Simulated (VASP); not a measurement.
# Si62C (a cell with a defect) in VASP: notebook

Si62C (a cell with a defect) is run at these levels: PBE; tasks: single point.

All numbers are computed with VASP 6.6.1; they aren't measurements. Logs are shortened: lines on timing, memory, paths and dates and some standing lists are left out, and cuts for length are marked.

## 1. The cell of the first run

The cell holds a defect, 63 atoms: a = 10.860 Å, b = 10.860 Å, c = 10.860 Å, α = 90.00°, β = 90.00°, γ = 90.00°.

## 2. Single point, PBE

Input file INCAR:

```
PREC = Accurate ; ENCUT = 520
EDIFF = 1E-6 ; ISMEAR = -1
SIGMA = 0.02 ; LREAL = Auto
LASPH = T ; NELM = 80
ALGO = Normal ; ISIF = 2
LWAVE = F ; LCHARG = T
GGA = PE ; LELF = T
LVHAR = T ; NBANDS = 163
```

Input file KPOINTS:

```
Automatic mesh
0
Gamma
  1 1 1
```

Input file POSCAR:

```
Si62C
1.0
   10.8600000000      0.0000000000      0.0000000000
    0.0000000000     10.8600000000      0.0000000000
    0.0000000000      0.0000000000     10.8600000000
Si C
62 1
Direct
    0.5020760589     -0.0033759669     -0.0049372928
    0.6251149171      0.1227348066      0.1216869245
    0.7522172192      0.2593487109      0.0078764273
    0.8745180479      0.3926931860      0.1402232044
    0.7535714549      0.0016308471      0.2499053407
    0.8772096685      0.1292324125      0.3730115101
   -0.0001173112      0.0008130755      0.0007135359
    0.1241260589      0.1272478821      0.1264237569
    0.2513995396      0.2512818600      0.0010553407
    0.3733739411      0.3779948435      0.1274275322
    0.5027537753      0.5093716390      0.0092102210
    0.6337197974      0.6304223757      0.1413381215
    0.7501435543      0.7513793738     -0.0000165746
    0.8763933702      0.8722543278      0.1265957643
    0.2480501842     -0.0006603131      0.2505400552
    0.3683612339      0.1315084715      0.3736673112
    0.5002555249      0.2482267956      0.2446302947
    0.6259895948      0.3707655617      0.3715657459
    0.7655265193      0.5242860037      0.2902307551
    0.4976466851      0.0073616943      0.5003552486
    0.6204057090      0.1302726519      0.6293378453
    0.7504218232      0.2497588398      0.5009162983
    0.8777448435      0.3631500000      0.6338162063
    0.7503963168      0.0019348066      0.7462082873
    0.8743037753      0.1270345304      0.8788499079
    0.0012387661      0.5032357274     -0.0006878453
    0.1292358195      0.6304465930      0.1189630755
    0.2575880295      0.7531750460     -0.0084698895
    0.3787838858      0.8769287293      0.1283735727
    0.0016854512      0.2575766114      0.2500417127
    0.1089167587      0.3935081952      0.3787858195
    0.2481583794      0.5055267956      0.2511848066
    0.3767481584      0.6264190608      0.3775303867
    0.5100551565      0.7570854512      0.2641106814
    0.6383638122      0.8848930939      0.3912886740
   -0.0042740331     -0.0049334254      0.4945305709
    0.1263872928      0.1172013812      0.6215671271
    0.2402972376      0.2595126151      0.4986813996
    0.3704599448      0.3781398711      0.6275452118
    0.5016745856      0.4928567219      0.4955605893
    0.6756843462      0.5936131676      0.5789506446
    0.8518507366      0.8729425414      0.6033604052
    0.2543691529     -0.0049440147      0.7468091160
    0.3730467772      0.1237068140      0.8757702578
    0.4966779006      0.2550008287      0.7547115101
    0.6205480663      0.3790527624      0.8832678637
    0.7538279006      0.4903081952      0.7530705341
    0.8730956722      0.6255182320      0.8740511050
   -0.0041546041      0.7396834254      0.2462049724
    0.1187162063      0.8671209024      0.3699050645
   -0.0367418969      0.5141541436      0.5015697974
    0.1136814917      0.6278233886      0.6230054328
    0.2475432781      0.7495926335      0.4990139963
    0.3811590239      0.8685502762      0.6235818600
    0.0084159300      0.2410621547      0.7524196133
    0.1256201657      0.3744411602      0.8760558011
    0.2476595764      0.5067945672      0.7502806630
    0.3886593923      0.6325295580      0.8647802026
    0.5275086556      0.7390420810      0.7224885820
    0.6243381215      0.8700116943      0.8672009208
   -0.0147188766      0.7555638122      0.7392976980
    0.1202692449      0.8766643646      0.8701627993
    0.8025604052      0.5663686004      0.4570498158
```

Potentials or basis: VASP PAW PBE potentials, release 64 (Si, C).

Started as:

```bash
> cat potpaw_PBE.64/Si/POTCAR potpaw_PBE.64/C/POTCAR > POTCAR
> mpirun -np 1 vasp_gam > vasp.out
```

OUTCAR:

```text
PREC = Accurate
   ENCUT = 520
   EDIFF = 1E-6
   ISMEAR = -1
   LREAL = Auto
   LASPH = T
   NELM = 80
   ISIF = 2
   GGA = PE

 ion  position               nearest neighbor table
   1  0.502  0.997  0.995-  44 2.36   2 2.36  29 2.36  60 2.36
   2  0.625  0.123  0.122-  17 2.34   1 2.36   5 2.37   3 2.37
   3  0.752  0.259  0.008-  46 2.36   2 2.37  25 2.41   4 2.43
   4  0.875  0.393  0.140-  30 2.34  26 2.38   3 2.43  19 2.47
   5  0.754  0.002  0.250-   6 2.35  35 2.35  14 2.36   2 2.37
   6  0.877  0.129  0.373-   5 2.35  36 2.35  22 2.35  30 2.36
[... 10 lines left out ...]
  17  0.500  0.248  0.245-   2 2.34  10 2.35  18 2.35  16 2.37
  18  0.626  0.371  0.372-  40 2.32  22 2.35  17 2.35  19 2.42
  19  0.766  0.524  0.290-  63 1.91  18 2.42  12 2.45   4 2.47  51 3.14
  20  0.498  0.007  0.500-  35 2.35  21 2.35  54 2.38  16 2.38
  21  0.620  0.130  0.629-  45 2.34  20 2.35  24 2.36  22 2.37
  22  0.750  0.250  0.501-  23 2.35  18 2.35   6 2.35  21 2.37
  23  0.878  0.363  0.634-  47 2.32  55 2.33  22 2.35  51 2.37
  24  0.750  0.002  0.746-  21 2.36  42 2.36  60 2.38  25 2.39
  25  0.874  0.127  0.879-   7 2.34  55 2.35  24 2.39   3 2.41
  26  0.001  0.503  0.999-  27 2.35  48 2.36  56 2.36   4 2.38
  27  0.129  0.630  0.119-  49 2.33  26 2.35  32 2.36  28 2.37
  28  0.258  0.753  0.992-  27 2.37  58 2.37  29 2.40  62 2.40
  29  0.379  0.877  0.128-  15 2.35   1 2.36  28 2.40  34 2.43
  30  0.002  0.258  0.250-   4 2.34  31 2.34   6 2.36   8 2.36
  31  0.109  0.394  0.379-  30 2.34  32 2.38  38 2.42  51 2.45
  32  0.248  0.506  0.251-  33 2.36  27 2.36  10 2.36  31 2.38
  33  0.377  0.626  0.378-  53 2.34  32 2.36  40 2.36  34 2.37
  34  0.510  0.757  0.264-  12 2.34  33 2.37  35 2.40  29 2.43
  35  0.638  0.885  0.391-  20 2.35   5 2.35  34 2.40
  36  0.996  0.995  0.495-   6 2.35  50 2.36  42 2.37  37 2.38
  37  0.126  0.117  0.622-  55 2.34  43 2.35  36 2.38  38 2.39
  38  0.240  0.260  0.499-  39 2.37  37 2.39  16 2.39  31 2.42
  39  0.370  0.378  0.628-  57 2.35  45 2.36  38 2.37  40 2.37
  40  0.502  0.493  0.496-  18 2.32  33 2.36  41 2.36  39 2.37
  41  0.676  0.594  0.579-  63 1.93  47 2.36  40 2.36  59 2.74
  42  0.852  0.873  0.603-  24 2.36  36 2.37  61 2.43
  43  0.254  0.995  0.747-  37 2.35  62 2.36  54 2.36  44 2.36
  44  0.373  0.124  0.876-   9 2.35   1 2.36  45 2.36  43 2.36
  45  0.497  0.255  0.755-  21 2.34  44 2.36  46 2.36  39 2.36
  46  0.621  0.379  0.883-  11 2.35  47 2.36   3 2.36  45 2.36
  47  0.754  0.490  0.753-  23 2.32  46 2.36  41 2.36  48 2.36
  48  0.873  0.626  0.874-  13 2.35  26 2.36  47 2.36  61 2.37
  49  0.996  0.740  0.246-  27 2.33  14 2.33  50 2.35
  50  0.119  0.867  0.370-  49 2.35  36 2.36  53 2.36  15 2.39
  51  0.963  0.514  0.502-  63 1.90  23 2.37  52 2.44  31 2.45  19 3.14
  52  0.114  0.628  0.623-  61 2.34  53 2.38  57 2.40  51 2.44
  53  0.248  0.750  0.499-  33 2.34  50 2.36  54 2.37  52 2.38
  54  0.381  0.869  0.624-  43 2.36  53 2.37  59 2.38  20 2.38
  55  0.008  0.241  0.752-  23 2.33  37 2.34  56 2.35  25 2.35
  56  0.126  0.374  0.876-   9 2.34  55 2.35  26 2.36  57 2.39
  57  0.248  0.507  0.750-  39 2.35  56 2.39  52 2.40  58 2.40
  58  0.389  0.633  0.865-  28 2.37  57 2.40  11 2.41  59 2.45
  59  0.528  0.739  0.722-  60 2.37  54 2.38  58 2.45  41 2.74
  60  0.624  0.870  0.867-   1 2.36  59 2.37  13 2.37  24 2.38
  61  0.985  0.756  0.739-  52 2.34  48 2.37  62 2.43  42 2.43
  62  0.120  0.877  0.870-   7 2.35  43 2.36  28 2.40  61 2.43
  63  0.803  0.566  0.457-  51 1.90  19 1.91  41 1.93

  LATTYP: Found a simple cubic cell.
 ALAT       =    10.8600000000

  Lattice vectors:

 A1 = (  10.8600000000,   0.0000000000,   0.0000000000)
 A2 = (   0.0000000000,  10.8600000000,   0.0000000000)
 A3 = (   0.0000000000,   0.0000000000,  10.8600000000)

Analysis of symmetry for initial positions (statically):
=====================================================================
 Subroutine PRICEL returns:
 Original cell was already a primitive cell.

 Routine SETGRP: Setting up the symmetry group for a
[... 47 lines left out ...]
   TEBEG  =    0.0;   TEEND  =   0.0 temperature during run
   PSTRESS=    0.0 pullay stress
   NELECT =     252.0000    total number of electrons
   NUPDOWN=      -1.0000    fix difference up-down
   EMIN   =  10.00;   EMAX   =-10.00  energy-range for DOS
   EFERMI =   0.00;   METHOD = LEGACY
   ISMEAR =    -1;   SIGMA  =   0.02  broadening in eV -4-tet -1-fermi 0-gaus
   EFERMI_NEDOS =   21; number of points for ismear=-14 and -15
   IALGO  =     38    algorithm
   IMIX   =      4    mixing-type and parameters
     AMIX     =   0.40;   BMIX     =  1.00
     AMIX_MAG =   1.60;   BMIX_MAG =  1.00
  volume/ion in A,a.u.               =      20.33       137.20
  Fermi-wavevector in a.u.,A,eV,Ry     =   0.952164  1.799329 12.335269  0.906617
  Thomas-Fermi vector in A             =   2.080702
   LORBIT       =      0    0 simple, 1 ext, 2 COOP (PROOUT), +10 PAW based schemes
   GGA     = PE    functional components
   LHFCALC =     F    Hartree Fock is set to
   AEXX    =    0.0000 exact exchange contribution
   IVDW    =     0    specifies the selected vdW correction
   LEPSILON=     F    determine dielectric tensor
   LRPA    =     F    only Hartree local field effects (RPA)
 non-spin polarized calculation
  energy-cutoff  :      520.00
  volume of cell :     1280.82
 maximum number of plane-waves:     17229
 NGX is ok and might be reduce to    84
   NGX = 41   NGY = 41   NGZ = 41

 number of electron     252.0000001 magnetization

 Free energy of the ion-electron system (eV)
  ---------------------------------------------------
  ext. energy  EPLUGINS =         0.00000000
  ---------------------------------------------------
  free energy    TOTEN  =      -333.44244560 eV

  energy without entropy =     -333.43934801  energy(sigma->0) =     -333.44089680

 E-fermi :   5.7122     XC(G=0):  -9.3255

 val. band max:        5.6113310886   @ k =   0.0000   0.0000   0.0000
 cond. band min:       5.8131193163   @ k =   0.0000   0.0000   0.0000
 fundamental gap:      0.2017882277
 Fermi energy:         5.7122251304

 k-point     1 :       0.0000    0.0000    0.0000
  band No.  band energies     occupation
      1      -6.7435      2.00000
      2      -6.0740      2.00000
      3      -5.2123      2.00000
      4      -5.1756      2.00000
      5      -5.1622      2.00000
      6      -5.1433      2.00000
[... 130 lines left out ...]
    137       6.8495      0.00000
    138       6.8997      0.00000
 [bands above 138 left out]

------------------------ aborting loop because EDIFF is reached ----------------------------------------

  FORCE on cell =-STRESS in cart. coord.  units (eV):
  Direction    XX          YY          ZZ          XY          YZ          ZX
  --------------------------------------------------------------------------------------
  -------------------------------------------------------------------------------------
  Total       -2.9632531      7.6833075     -1.9166003     -1.5169434     -0.8391080     -2.4100265
  in kB       -3.7067206      9.6110165     -2.3974672     -1.8975380     -1.0496366     -3.0146919
  external PRESSURE =       1.1689429 kB  Pullay stress =       0.0000000 kB

 VOLUME and BASIS-vectors are now :
 -----------------------------------------------------------------------------
  energy-cutoff  :      520.00
  volume of cell :     1280.82
      direct lattice vectors                 reciprocal lattice vectors
    10.860000000  0.000000000  0.000000000     0.092081031  0.000000000  0.000000000
     0.000000000 10.860000000  0.000000000     0.000000000  0.092081031  0.000000000
     0.000000000  0.000000000 10.860000000     0.000000000  0.000000000  0.092081031

 POSITION                                       TOTAL-FORCE (eV/Angst)
 -----------------------------------------------------------------------------------
      5.45255     10.82334     10.80638         0.005741     -0.009958     -0.005295
      6.78875      1.33290      1.32152         0.002029     -0.004459      0.003522
      8.16908      2.81653      0.08554         0.003715      0.019366      0.009908
      9.49727      4.26465      1.52282         0.005048     -0.009473      0.015808
      8.18379      0.01771      2.71397         0.015609      0.002705     -0.001836
      9.52650      1.40346      4.05090         0.001425      0.011189      0.002908
[... 55 lines left out ...]
      1.30612      9.52057      9.44997         0.007711      0.000105     -0.000642
      8.71581      6.15076      4.96356        -0.065957     -0.266036     -0.158992
 -----------------------------------------------------------------------------------
    total drift:                                0.020896     -0.020016     -0.006257

  FREE ENERGIE OF THE ION-ELECTRON SYSTEM (eV)
  ---------------------------------------------------
  free  energy   TOTEN  =      -333.4424456028 eV

  energy  without entropy=     -333.4393480053  energy(sigma->0) =     -333.44089680
```

Run time: 7.5 min. Hardware: 1 thread of Intel Xeon Platinum 8259CL at 2.50GHz (Skylake/Cascade Lake), shared host; peak memory 1 GiB.

What came out:

```yaml
Free_energy: -333.4424 eV
Pressure: 0.1 GPa
Largest_force: 0.317 eV/Å
```

Forces in eV/Å, atoms in the order of the input:
```
Si   0.006 -0.010 -0.005
Si   0.002 -0.004  0.004
Si   0.004  0.019  0.010
Si   0.005 -0.009  0.016
Si   0.016  0.003 -0.002
Si   0.001  0.011  0.003
Si  -0.007 -0.011  0.009
Si  -0.002 -0.002  0.005
Si  -0.009  0.001 -0.005
Si   0.000 -0.006 -0.012
Si  -0.007  0.006 -0.018
Si  -0.023  0.009 -0.002
Si   0.006 -0.005  0.012
Si   0.009  0.000  0.013
Si   0.002  0.000  0.008
Si   0.008 -0.006  0.013
Si  -0.026 -0.039 -0.019
Si  -0.064 -0.073 -0.006
Si  -0.084 -0.108 -0.038
Si   0.002 -0.007  0.012
Si  -0.019  0.016  0.020
Si  -0.016 -0.018  0.011
Si   0.013 -0.012 -0.012
Si  -0.015  0.070  0.058
Si   0.008  0.039  0.030
Si   0.002  0.022  0.005
Si   0.006  0.018  0.012
Si   0.001  0.008  0.007
Si   0.007  0.005  0.008
Si   0.009 -0.020 -0.008
Si   0.021 -0.031 -0.013
Si   0.007  0.012 -0.013
Si  -0.005  0.006  0.004
Si  -0.001 -0.008  0.011
Si   0.003  0.007  0.007
Si   0.040  0.052  0.003
Si   0.013  0.034  0.017
Si   0.022  0.004  0.009
Si  -0.006  0.024  0.012
Si  -0.014 -0.007 -0.010
Si   0.030 -0.054 -0.081
Si   0.061  0.183  0.132
Si   0.007  0.001  0.002
Si   0.001  0.002  0.011
Si  -0.012  0.022 -0.001
Si   0.011  0.021 -0.015
Si   0.020  0.016 -0.021
Si  -0.005  0.012  0.002
Si   0.025  0.019  0.034
Si   0.018  0.032  0.020
Si   0.056 -0.058 -0.056
Si  -0.033  0.022 -0.025
Si  -0.001  0.006  0.001
Si   0.003 -0.007  0.020
Si   0.005  0.010  0.005
Si  -0.002  0.015  0.011
Si  -0.029  0.025 -0.013
Si  -0.007  0.036 -0.007
Si   0.015 -0.018 -0.016
Si  -0.002 -0.018  0.008
Si  -0.014  0.010 -0.005
Si   0.008  0.000 -0.001
C   -0.066 -0.266 -0.159
```

Caveat: the k points lie up to 0.58 Å⁻¹ apart.

## 3. Single point, PBE

Input file INCAR:

```
ALGO = Normal ; EDIFF = 1E-6
ENCUT = 520 ; GGA = PE
ISIF = 2 ; ISMEAR = -1
LASPH = T ; LCHARG = F
LREAL = Auto ; LWAVE = F
NBANDS = 163 ; NELM = 100
PREC = Accurate ; SIGMA = 0.02
```

Input file KPOINTS:

```
k-points
0
Gamma
  1 1 1
```

Input file POSCAR:

```
Si62C
1.0
   10.8600000000      0.0000000000      0.0000000000
    0.0000000000     10.8600000000      0.0000000000
    0.0000000000      0.0000000000     10.8600000000
Si C
62 1
Direct
    0.5008499079     -0.0012125230     -0.0022993554
    0.6251739411      0.1243954880      0.1242009208
    0.7506056169      0.2462962247     -0.0022836096
    0.8746181400      0.3788244015      0.1227604972
    0.7484411602     -0.0016284530      0.2526865562
    0.8748590239      0.1250520258      0.3734302947
   -0.0002072744      0.0035406077      0.0021648250
    0.1228286372      0.1301744015      0.1283303867
    0.2519888582      0.2493481584      0.0011801105
    0.3706756906      0.3784090239      0.1297710866
    0.4986110497      0.5036342541      0.0074848987
    0.6291336096      0.6307208103      0.1296051565
    0.7478897790      0.7521029466     -0.0044554328
    0.8713349908      0.8752690608      0.1232245856
    0.2460186004     -0.0033287293      0.2479243094
    0.3674013812      0.1335495396      0.3715068140
    0.5047804788      0.2551268877      0.2482232044
    0.6399162063      0.3860072744      0.3692343462
    0.7729390424      0.5216244015      0.2514592081
    0.4959275322      0.0060407919      0.4940236648
    0.6238016575      0.1257505525      0.6214355433
    0.7520203499      0.2510783610      0.4992511050
    0.8711627072      0.3721416206      0.6344798343
    0.7505836096     -0.0150367403      0.7322791897
    0.8726699816      0.1173624309      0.8655030387
    0.0047371087      0.4957274401     -0.0054175875
    0.1273370166      0.6247817680      0.1175652855
    0.2565621547      0.7514553407     -0.0066031308
    0.3769336096      0.8745843462      0.1255868324
    0.0006248619      0.2580334254      0.2549965930
    0.0974913444      0.4028511050      0.3859818600
    0.2438963168      0.5015653775      0.2563439227
    0.3775348066      0.6262172192      0.3751797422
    0.5063555249      0.7553360037      0.2576802026
    0.6298239411      0.8781256906      0.3857899632
   -0.0086343462     -0.0161306630      0.4944873849
    0.1223619705      0.1160378453      0.6154228361
    0.2364163904      0.2604451197      0.4921070902
    0.3776198895      0.3749684162      0.6177729282
    0.5115834254      0.5024418048      0.4968906998
    0.6617903315      0.6239921731      0.6108692449
    0.8597384899      0.8351483425      0.6010907919
    0.2517783610     -0.0021879374      0.7468325967
    0.3737167587      0.1241992634      0.8735561694
    0.4994863720      0.2490622468      0.7501934622
    0.6165789134      0.3727823204      0.8836733886
    0.7472930939      0.4914678637      0.7616643646
    0.8747809392      0.6241648250      0.8752206262
   -0.0134843462      0.7337838858      0.2399026703
    0.1147623389      0.8608586556      0.3677972376
   -0.0506999079      0.5465206262      0.5315545120
    0.1235067219      0.6296330571      0.6321161142
    0.2483177716      0.7476206262      0.4984259669
    0.3769340700      0.8740802026      0.6191948435
    0.0044634438      0.2419220074      0.7457492634
    0.1284543278      0.3704572744      0.8697612339
    0.2547471455      0.4975155617      0.7465627993
    0.3846104972      0.6265453959      0.8653173112
    0.5160800184      0.7465147330      0.7315441989
    0.6233390424      0.8752500921      0.8674434622
   -0.0006419890      0.7536335175      0.7544048803
    0.1249117864      0.8807382136      0.8768345304
    0.8226363720      0.6685350829      0.5592077348
```

Potentials or basis: VASP PAW PBE potentials, release 64 (Si, C).

Started as:

```bash
> cat potpaw_PBE.64/Si/POTCAR potpaw_PBE.64/C/POTCAR > POTCAR
> mpirun -np 1 vasp_gam > vasp.out
```

It took 4 min on 1 thread of Intel Xeon Platinum 8488C (Sapphire Rapids), shared host; peak memory 1 GiB.

The run converged. Its results:

| Property | Result |
| --- | --- |
| Free energy | -333.4507 eV |
| Pressure | 0.1 GPa |
| Largest force | 0.287 eV/Å |

Forces in eV/Å, atoms in the order of the input:
```
Si   0.000  0.000  0.006
Si   0.004 -0.003  0.004
Si  -0.012 -0.036 -0.032
Si   0.021 -0.065 -0.066
Si  -0.008 -0.020  0.015
Si  -0.007 -0.013 -0.001
Si  -0.001  0.006  0.008
Si   0.001  0.003  0.005
Si  -0.004 -0.006 -0.003
Si  -0.007 -0.006 -0.003
Si  -0.022 -0.019 -0.029
Si  -0.038 -0.006 -0.052
Si  -0.007  0.002 -0.011
Si  -0.007  0.001  0.000
Si  -0.004 -0.008 -0.008
Si  -0.001 -0.003  0.000
Si  -0.006 -0.004 -0.007
Si   0.006 -0.003 -0.006
Si  -0.052 -0.122 -0.178
Si   0.004 -0.018 -0.012
Si   0.000 -0.009 -0.018
Si  -0.003 -0.002 -0.011
Si  -0.018  0.026 -0.010
Si  -0.021 -0.008  0.006
Si   0.013 -0.011 -0.023
Si   0.016 -0.019 -0.012
Si  -0.002 -0.015  0.006
Si  -0.003 -0.004  0.014
Si  -0.003 -0.007 -0.005
Si   0.002 -0.005  0.017
Si  -0.015  0.010  0.010
Si  -0.006 -0.015  0.008
Si   0.000  0.000 -0.008
Si  -0.012 -0.015 -0.017
Si  -0.038 -0.019 -0.031
Si   0.025  0.003 -0.004
Si   0.009  0.017 -0.007
Si   0.008  0.006 -0.025
Si   0.025  0.007 -0.023
Si   0.030  0.024 -0.018
Si  -0.054  0.051  0.057
Si   0.095  0.048  0.108
Si  -0.001  0.010  0.001
Si   0.006  0.002 -0.006
Si   0.002 -0.005 -0.012
Si  -0.006 -0.007 -0.012
Si  -0.012  0.012  0.013
Si   0.012 -0.006  0.008
Si  -0.007 -0.008  0.000
Si   0.007 -0.005  0.008
Si  -0.032  0.081  0.052
Si   0.015  0.010  0.010
Si   0.004 -0.005 -0.006
Si  -0.005  0.013 -0.006
Si  -0.007  0.017 -0.020
Si   0.011 -0.003 -0.020
Si   0.006 -0.016 -0.024
Si  -0.020 -0.014 -0.007
Si  -0.027  0.018  0.023
Si  -0.003  0.004  0.009
Si   0.058  0.005  0.071
Si   0.027  0.017  0.032
C    0.064  0.143  0.240
```

Stress tensor (GPa, compression positive):
```
-0.37 -0.31 -0.19
-0.31 -0.24 -0.09
-0.19 -0.09  0.95
```

Levels at points of the mesh, in eV from the Fermi level:
| k point | band 124 | band 125 | band 126 | band 127 | band 128 | band 129 |
| --- | --- | --- | --- | --- | --- | --- |
| (0.00, 0.00, 0.00) | -0.40 | -0.38 | -0.10 | 0.10 | 0.34 | 0.57 |

Caveat: the k points lie up to 0.58 Å⁻¹ apart.
